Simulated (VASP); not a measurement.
Runs of VASP 6.6.1 on Ge. The structure is cubic, space group Fd-3m (No. 227). The conventional cell has a = 5.658 Å, b = 5.658 Å, c = 5.658 Å, α = 90.00°, β = 90.00°, γ = 90.00°. Within 3.2 Å of Ge (site symmetry -43m) lie 4 Ge at 2.45 Å. 

```tsv
k mesh	gap on the mesh (eV)	pressure (GPa)
4 × 4 × 4	0.16	5.3
5 × 5 × 5	0.15	5.1
3 × 3 × 3	0.17	(a)
6 × 6 × 6	0.15	5.1
```

Alike in all rows: task single point; level RPBE; potentials or basis VASP PAW PBE potentials, release 64 (Ge_d); no spin polarisation; cell as given; cutoff (eV) 500; smearing gaussian 0.01 eV.

**Question.** Estimate the missing entries.

**Answer.** (a) 6.1.

Caveats: some runs use coarse meshes; the PAW data sets were made with another functional, which shifts forces and pressure a little.

A k mesh can miss the band edges, and the runs leave out spin-orbit coupling on Ge.
